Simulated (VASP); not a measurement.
# Si26SnC27 (a cell with a defect) in VASP: electric field gradients with PBE

Aim: the electric field gradients of Si26SnC27 (a cell with a defect) with PBE.

Everything below comes from runs of VASP 6.6.1. Logs are shortened: lines on timing, memory, paths and dates and some standing lists are left out, and cuts for length are marked.

## Step 1: The cell of the first run

The cell holds a defect, 54 atoms: a = 9.245 Å, b = 9.245 Å, c = 9.245 Å, α = 60.00°, β = 60.00°, γ = 60.00°.

## Step 2: Electric field gradients, PBE

File INCAR:

```
SYSTEM = Si26SnC27
PREC = Accurate
ENCUT = 520
EDIFF = 1E-8
ISMEAR = -1
SIGMA = 0.01
LREAL = Auto
LASPH = .True.
NELM = 100
ALGO = Normal
ISIF = 2
LWAVE = .False.
LCHARG = .False.
GGA = PE
LEFG = .True.
NBANDS = 146
```

File KPOINTS:

```
Automatic mesh
0
Gamma
  3 3 3
  0 0 0
```

File POSCAR:

```
Si26SnC27
1.0
    0.0000000000      6.5370000000      6.5370000000
    6.5370000000      0.0000000000      6.5370000000
    6.5370000000      6.5370000000      0.0000000000
Sn Si C
1 26 27
Direct
    0.0000000000      0.0000000000      0.0000000000
    0.0000000000      0.0000000000      0.3333333333
    0.0000000000      0.0000000000      0.6666666667
    0.0000000000      0.3333333333      0.0000000000
    0.0000000000      0.3333333333      0.3333333333
    0.0000000000      0.3333333333      0.6666666667
    0.0000000000      0.6666666667      0.0000000000
    0.0000000000      0.6666666667      0.3333333333
    0.0000000000      0.6666666667      0.6666666667
    0.3333333333      0.0000000000      0.0000000000
    0.3333333333      0.0000000000      0.3333333333
    0.3333333333      0.0000000000      0.6666666667
    0.3333333333      0.3333333333      0.0000000000
    0.3333333333      0.3333333333      0.3333333333
    0.3333333333      0.3333333333      0.6666666667
    0.3333333333      0.6666666667      0.0000000000
    0.3333333333      0.6666666667      0.3333333333
    0.3333333333      0.6666666667      0.6666666667
    0.6666666667      0.0000000000      0.0000000000
    0.6666666667      0.0000000000      0.3333333333
    0.6666666667      0.0000000000      0.6666666667
    0.6666666667      0.3333333333      0.0000000000
    0.6666666667      0.3333333333      0.3333333333
    0.6666666667      0.3333333333      0.6666666667
    0.6666666667      0.6666666667      0.0000000000
    0.6666666667      0.6666666667      0.3333333333
    0.6666666667      0.6666666667      0.6666666667
    0.0833333333      0.0833333333      0.0833333333
    0.0833333333      0.0833333333      0.4166666667
    0.0833333333      0.0833333333      0.7500000000
    0.0833333333      0.4166666667      0.0833333333
    0.0833333333      0.4166666667      0.4166666667
    0.0833333333      0.4166666667      0.7500000000
    0.0833333333      0.7500000000      0.0833333333
    0.0833333333      0.7500000000      0.4166666667
    0.0833333333      0.7500000000      0.7500000000
    0.4166666667      0.0833333333      0.0833333333
    0.4166666667      0.0833333333      0.4166666667
    0.4166666667      0.0833333333      0.7500000000
    0.4166666667      0.4166666667      0.0833333333
    0.4166666667      0.4166666667      0.4166666667
    0.4166666667      0.4166666667      0.7500000000
    0.4166666667      0.7500000000      0.0833333333
    0.4166666667      0.7500000000      0.4166666667
    0.4166666667      0.7500000000      0.7500000000
    0.7500000000      0.0833333333      0.0833333333
    0.7500000000      0.0833333333      0.4166666667
    0.7500000000      0.0833333333      0.7500000000
    0.7500000000      0.4166666667      0.0833333333
    0.7500000000      0.4166666667      0.4166666667
    0.7500000000      0.4166666667      0.7500000000
    0.7500000000      0.7500000000      0.0833333333
    0.7500000000      0.7500000000      0.4166666667
    0.7500000000      0.7500000000      0.7500000000
```

Potentials or basis: VASP PAW PBE potentials, release 64 (Sn_d, Si, C).

Started as:

```sh
$ cat potpaw_PBE.64/Sn_d/POTCAR potpaw_PBE.64/Si/POTCAR potpaw_PBE.64/C/POTCAR > POTCAR
$ mpirun -np 1 vasp_std > vasp.out
```

OUTCAR:

```text
SYSTEM = Si26SnC27
   PREC = Accurate
   ENCUT = 520
   EDIFF = 1E-8
   ISMEAR = -1
   LREAL = Auto
   LASPH = .True.
   NELM = 100
   ISIF = 2
   GGA = PE

 ion  position               nearest neighbor table
   1  0.000  0.000  0.000-  28 1.89  30 1.89  34 1.89  46 1.89   7 3.08   8 3.08  10 3.08  12 3.08
                            16 3.08  19 3.08  20 3.08  22 3.08   2 3.08   3 3.08   4 3.08   6 3.08
   2  0.000  0.000  0.333-  28 1.89  29 1.89  35 1.89  47 1.89  10 3.08  11 3.08  17 3.08  20 3.08
                            23 3.08   1 3.08   4 3.08   5 3.08   8 3.08  21 3.08   9 3.08   3 3.08
   3  0.000  0.000  0.667-  30 1.89  29 1.89  36 1.89  48 1.89  12 3.08  18 3.08  19 3.08  21 3.08
                            24 3.08   1 3.08   6 3.08   7 3.08   9 3.08  11 3.08   5 3.08   2 3.08
   4  0.000  0.333  0.000-  28 1.89  31 1.89  33 1.89  49 1.89  10 3.08  13 3.08  15 3.08  22 3.08
                            23 3.08   1 3.08   2 3.08   5 3.08   6 3.08   9 3.08  25 3.08   7 3.08
   5  0.000  0.333  0.333-  29 1.89  31 1.89  50 1.89  32 1.89  14 3.08  23 3.08   2 3.08   4 3.08
                            11 3.08  13 3.08   3 3.08   7 3.08  24 3.08  26 3.08   6 3.08   8 3.08
   6  0.000  0.333  0.667-  30 1.89  32 1.89  33 1.89  51 1.89  15 3.08  22 3.08  24 3.08   1 3.08
                             3 3.08   4 3.08  12 3.08  14 3.08  27 3.08   8 3.08   9 3.08   5 3.08
   7  0.000  0.667  0.000-  34 1.89  31 1.89  36 1.89  52 1.89  16 3.08  18 3.08  19 3.08  25 3.08
                            26 3.08   1 3.08   3 3.08   8 3.08   9 3.08  13 3.08   5 3.08   4 3.08
   8  0.000  0.667  0.333-  32 1.89  34 1.89  35 1.89  53 1.89  17 3.08  20 3.08  26 3.08   1 3.08
                             2 3.08   7 3.08  16 3.08  14 3.08  27 3.08   5 3.08   9 3.08   6 3.08
   9  0.000  0.667  0.667-  36 1.89  35 1.89  33 1.89  54 1.89  25 3.08  27 3.08   3 3.08   7 3.08
[... 62 lines left out ...]
  53  0.750  0.750  0.417-   8 1.89  20 1.89  26 1.89  27 1.89
  54  0.750  0.750  0.750-  27 1.89  21 1.89  25 1.89   9 1.89

  LATTYP: Found a face centered cubic cell.
 ALAT       =    13.0740000000

  Lattice vectors:

 A1 = (   0.0000000000,   6.5370000000,   6.5370000000)
 A2 = (   6.5370000000,   0.0000000000,   6.5370000000)
 A3 = (   6.5370000000,   6.5370000000,   0.0000000000)

Analysis of symmetry for initial positions (statically):
=====================================================================
 Subroutine PRICEL returns:
 Original cell was already a primitive cell.

 Routine SETGRP: Setting up the symmetry group for a
 face centered cubic supercell.

 Subroutine GETGRP returns: Found 24 space group operations
 (whereof 24 operations were pure point group operations)
 out of a pool of 48 trial point group operations.

The static configuration has the point symmetry T_d .

Analysis of symmetry for dynamics (positions and initial velocities):
=====================================================================
 Subroutine PRICEL returns:
 Original cell was already a primitive cell.

 Routine SETGRP: Setting up the symmetry group for a
 face centered cubic supercell.

 Subroutine GETGRP returns: Found 24 space group operations
 (whereof 24 operations were pure point group operations)
 out of a pool of 48 trial point group operations.

The dynamic configuration has the point symmetry T_d .

 Subroutine INISYM returns: Found 24 space group operations
 (whereof 24 operations are pure point group operations),
 and found     1 'primitive' translations

----------------------------------------------------------------------------------------

                                     Primitive cell

  volume of cell :     558.6830

  direct lattice vectors                    reciprocal lattice vectors
     0.000000000  6.537000000  6.537000000    -0.076487685  0.076487685  0.076487685
     6.537000000  0.000000000  6.537000000     0.076487685 -0.076487685  0.076487685
     6.537000000  6.537000000  0.000000000     0.076487685  0.076487685 -0.076487685

  length of vectors
     9.244714057  9.244714057  9.244714057     0.132480557  0.132480557  0.132480557

  position of ions in fractional coordinates (direct lattice)
     0.000000000  0.000000000  0.000000000
     0.000000000  0.000000000  0.333333333
[... 177 lines left out ...]
   IALGO  =     38    algorithm
   IMIX   =      4    mixing-type and parameters
     AMIX     =   0.40;   BMIX     =  1.00
     AMIX_MAG =   1.60;   BMIX_MAG =  1.00
  volume/ion in A,a.u.               =      10.35        69.82
  Fermi-wavevector in a.u.,A,eV,Ry     =   1.210754  2.287993 19.945116  1.465925
  Thomas-Fermi vector in A             =   2.346291
   LORBIT       =      0    0 simple, 1 ext, 2 COOP (PROOUT), +10 PAW based schemes
   GGA     = PE    functional components
   LHFCALC =     F    Hartree Fock is set to
   AEXX    =    0.0000 exact exchange contribution
   IVDW    =     0    specifies the selected vdW correction
   LEPSILON=     F    determine dielectric tensor
   LRPA    =     F    only Hartree local field effects (RPA)
 non-spin polarized calculation
  energy-cutoff  :      520.00
  volume of cell :      558.68
 maximum number of plane-waves:     15070
 NGX is ok and might be reduce to    70
   NGX = 35   NGY = 35   NGZ = 35

 number of electron     226.0000009 magnetization

 Free energy of the ion-electron system (eV)
  ---------------------------------------------------
  ext. energy  EPLUGINS =         0.00000000
  ---------------------------------------------------
  free energy    TOTEN  =      -399.38431757 eV

  energy without entropy =     -399.38431757  energy(sigma->0) =     -399.38431757

 E-fermi :   8.7058     XC(G=0): -11.4228

 val. band max:        8.3967928171   @ k =   0.0000   0.0000   0.0000
 cond. band min:       9.8459129297   @ k =   0.3333   0.3333   0.0000
 fundamental gap:      1.4491201126
 Fermi energy:         8.7057718202

 k-point     1 :       0.0000    0.0000    0.0000
  band No.  band energies     occupation
      1     -12.2524      2.00000
      2     -12.2524      2.00000
      3     -12.2524      2.00000
      4     -11.8770      2.00000
      5     -11.8770      2.00000
      6      -7.1656      2.00000
[... 501 lines left out ...]
    124      13.4272      0.00000
    125      13.4441      0.00000
 [bands above 125 left out]

------------------------ aborting loop because EDIFF is reached ----------------------------------------

  FORCE on cell =-STRESS in cart. coord.  units (eV):
  Direction    XX          YY          ZZ          XY          YZ          ZX
  --------------------------------------------------------------------------------------
  -------------------------------------------------------------------------------------
  Total       29.7487893     29.7487893     29.7487893      0.0000000      0.0000000      0.0000000
  in kB       85.3128457     85.3128457     85.3128457      0.0000000      0.0000000      0.0000000
  external PRESSURE =      85.3128457 kB  Pullay stress =       0.0000000 kB

 VOLUME and BASIS-vectors are now :
 -----------------------------------------------------------------------------
  energy-cutoff  :      520.00
  volume of cell :      558.68
      direct lattice vectors                 reciprocal lattice vectors
     0.000000000  6.537000000  6.537000000    -0.076487685  0.076487685  0.076487685
     6.537000000  0.000000000  6.537000000     0.076487685 -0.076487685  0.076487685
     6.537000000  6.537000000  0.000000000     0.076487685  0.076487685 -0.076487685

 POSITION                                       TOTAL-FORCE (eV/Angst)
 -----------------------------------------------------------------------------------
      0.00000      0.00000      0.00000        -0.000000     -0.000000     -0.000000
      2.17900      2.17900      0.00000         0.135686      0.135686      0.333623
      4.35800      4.35800      0.00000        -0.135686     -0.135686      0.333623
      2.17900      0.00000      2.17900         0.135686      0.333623      0.135686
      4.35800      2.17900      2.17900        -0.033084      0.033084      0.033084
      6.53700      4.35800      2.17900        -0.333623     -0.135686      0.135686
[... 46 lines left out ...]
      7.62650      7.62650      9.80550        -0.009704     -0.009704      0.045960
      9.80550      9.80550      9.80550        -0.000000     -0.000000     -0.000000
 -----------------------------------------------------------------------------------
    total drift:                                0.000004      0.000004      0.000004

  FREE ENERGIE OF THE ION-ELECTRON SYSTEM (eV)
  ---------------------------------------------------
  free  energy   TOTEN  =      -399.3843175663 eV

  energy  without entropy=     -399.3843175663  energy(sigma->0) =     -399.38431757

 Electric field gradients (V/A^2)
---------------------------------------------------------------------
 ion       V_xx      V_yy      V_zz      V_xy      V_xz      V_yz
---------------------------------------------------------------------
   1       0.000    -0.000     0.000     0.003     0.003     0.003
   2       0.042     0.042    -0.084    -1.057    -0.475    -0.475
   3       0.042     0.042    -0.084    -1.057     0.475     0.475
   4       0.042    -0.084     0.042    -0.475    -1.057    -0.475
   5       0.000    -0.000    -0.000    -0.279    -0.279     0.279
   6      -0.084     0.042     0.042    -0.475     0.475     1.057
[... 46 lines left out ...]
  53      -0.291    -0.291     0.582     0.192    -0.236    -0.236
  54       0.000    -0.000    -0.000     0.001     0.001     0.001
---------------------------------------------------------------------

 Electric field gradients after diagonalization (V/A^2)
 (convention: |V_zz| > |V_xx| > |V_yy|)
----------------------------------------------------------------------
 ion       V_xx      V_yy      V_zz     asymmetry (V_yy - V_xx)/ V_zz
----------------------------------------------------------------------
   1      -0.003    -0.003     0.006       0.000
   2       1.099     0.268    -1.367       0.608
   3       1.099     0.268    -1.367       0.608
   4       1.099     0.268    -1.367       0.608
   5      -0.279    -0.279     0.559       0.000
   6       1.099     0.268    -1.367       0.608
[... 46 lines left out ...]
  53      -0.483    -0.235     0.718       0.345
  54      -0.001    -0.001     0.001       0.000
----------------------------------------------------------------------

           NMR quadrupolar parameters

 Cq : quadrupolar parameter    Cq=e*Q*V_zz/h
 eta: asymmetry parameters     (V_yy - V_xx)/ V_zz
 Q  : nuclear electric quadrupole moment in mb (millibarn)
----------------------------------------------------------------------
 ion       Cq(MHz)       eta       Q (mb)
----------------------------------------------------------------------
   1       0.000       0.000       1.000
   2      -0.003       0.608       1.000
   3      -0.003       0.608       1.000
   4      -0.003       0.608       1.000
   5       0.001       0.000       1.000
   6      -0.003       0.608       1.000
[... 46 lines left out ...]
  53       0.002       0.345       1.000
  54       0.000       0.000       1.000
----------------------------------------------------------------------
```

It took 17 min on 1 thread of AMD EPYC 7R13 (Zen 3), shared host; peak memory 0.77 GiB.

Results:

- Free energy: -399.3843 eV
- Pressure: 8.5 GPa
- Largest force: 6.524 eV/Å
- Band gap on the k mesh: 1.45 eV
- Largest electric field gradient by atom: Sn +0.0; Si -1.4, +0.6, -0.3, +0.3 (each value once); C -2.7, -1.0, +0.7, -0.3, -0.0 (each value once) V/Å²

Forces on the atoms (eV/Å):
```
Sn   0.000  0.000  0.000
Si   0.136  0.136  0.334
Si  -0.136 -0.136  0.334
Si   0.136  0.334  0.136
Si  -0.033  0.033  0.033
Si  -0.334 -0.136  0.136
Si  -0.136  0.334 -0.136
Si  -0.334  0.136 -0.136
Si   0.018 -0.018 -0.018
Si   0.334  0.136  0.136
Si   0.033 -0.033  0.033
Si  -0.136 -0.334  0.136
Si   0.033  0.033 -0.033
Si  -0.033 -0.033 -0.033
Si   0.000  0.000  0.032
Si  -0.136  0.136 -0.334
Si   0.000  0.032  0.000
Si  -0.032  0.000  0.000
Si   0.334 -0.136 -0.136
Si   0.136 -0.334 -0.136
Si  -0.018  0.018 -0.018
Si   0.136 -0.136 -0.334
Si   0.032  0.000  0.000
Si   0.000 -0.032  0.000
Si  -0.018 -0.018  0.018
Si   0.000  0.000 -0.032
Si   0.018  0.018  0.018
C    3.767  3.767  3.767
C    0.000  0.000 -0.091
C   -3.767 -3.767  3.767
C    0.000 -0.091  0.000
C    0.091  0.000  0.000
C   -0.010  0.010 -0.046
C   -3.767  3.767 -3.767
C   -0.010 -0.046  0.010
C    0.046  0.010  0.010
C   -0.091  0.000  0.000
C    0.000  0.091  0.000
C    0.010 -0.010 -0.046
C    0.000  0.000  0.091
C    0.008  0.008  0.008
C   -0.008 -0.008  0.008
C    0.010 -0.046 -0.010
C   -0.008  0.008 -0.008
C    0.046 -0.010 -0.010
C    3.767 -3.767 -3.767
C   -0.046 -0.010  0.010
C    0.010  0.046  0.010
C   -0.046  0.010 -0.010
C    0.008 -0.008 -0.008
C   -0.010  0.046 -0.010
C    0.010  0.010  0.046
C   -0.010 -0.010  0.046
C    0.000  0.000  0.000
```

Electric field gradients, principal values (V/Å²):
| atom | least | middle | greatest (by size) |
| --- | --- | --- | --- |
| 1 Sn | -0.003 | -0.003 | 0.006 |
| 2 Si | 0.268 | 1.099 | -1.367 |
| 3 Si | 0.268 | 1.099 | -1.367 |
| 4 Si | 0.268 | 1.099 | -1.367 |
| 5 Si | -0.279 | -0.279 | 0.559 |
| 6 Si | 0.268 | 1.099 | -1.367 |
| 7 Si | 0.268 | 1.099 | -1.367 |
| 8 Si | 0.268 | 1.099 | -1.367 |
| 9 Si | 0.132 | 0.132 | -0.265 |
| 10 Si | 0.268 | 1.099 | -1.367 |
| 11 Si | -0.279 | -0.279 | 0.559 |
| 12 Si | 0.268 | 1.099 | -1.367 |
| 13 Si | -0.279 | -0.279 | 0.559 |
| 14 Si | -0.279 | -0.279 | 0.559 |
| 15 Si | -0.084 | -0.250 | 0.334 |
| 16 Si | 0.268 | 1.099 | -1.367 |
| 17 Si | -0.084 | -0.250 | 0.334 |
| 18 Si | -0.084 | -0.250 | 0.334 |
| 19 Si | 0.268 | 1.099 | -1.367 |
| 20 Si | 0.268 | 1.099 | -1.367 |
| 21 Si | 0.132 | 0.132 | -0.265 |
| 22 Si | 0.268 | 1.099 | -1.367 |
| 23 Si | -0.084 | -0.250 | 0.334 |
| 24 Si | -0.084 | -0.250 | 0.334 |
| 25 Si | 0.132 | 0.132 | -0.265 |
| 26 Si | -0.084 | -0.250 | 0.334 |
| 27 Si | 0.132 | 0.132 | -0.265 |
| 28 C | 1.330 | 1.330 | -2.659 |
| 29 C | 0.468 | 0.532 | -1.000 |
| 30 C | 1.330 | 1.330 | -2.660 |
| 31 C | 0.468 | 0.532 | -1.000 |
| 32 C | 0.468 | 0.532 | -1.000 |
| 33 C | -0.236 | -0.482 | 0.718 |
| 34 C | 1.330 | 1.330 | -2.660 |
| 35 C | -0.236 | -0.482 | 0.718 |
| 36 C | -0.236 | -0.483 | 0.719 |
| 37 C | 0.468 | 0.532 | -1.000 |
| 38 C | 0.468 | 0.532 | -1.000 |
| 39 C | -0.236 | -0.482 | 0.718 |
| 40 C | 0.468 | 0.532 | -1.000 |
| 41 C | 0.132 | 0.132 | -0.264 |
| 42 C | 0.133 | 0.133 | -0.265 |
| 43 C | -0.236 | -0.482 | 0.718 |
| 44 C | 0.133 | 0.133 | -0.265 |
| 45 C | -0.235 | -0.483 | 0.718 |
| 46 C | 1.330 | 1.330 | -2.660 |
| 47 C | -0.236 | -0.482 | 0.718 |
| 48 C | -0.236 | -0.483 | 0.719 |
| 49 C | -0.236 | -0.482 | 0.718 |
| 50 C | 0.133 | 0.133 | -0.265 |
| 51 C | -0.235 | -0.483 | 0.718 |
| 52 C | -0.236 | -0.483 | 0.719 |
| 53 C | -0.235 | -0.483 | 0.718 |
| 54 C | -0.001 | -0.001 | 0.001 |

Caveat: without QUAD_EFG the Cq values of the log hold for a quadrupole moment of 1 mb, not for the nuclei; spin-orbit coupling is left out, which moves the levels of the heavy elements.
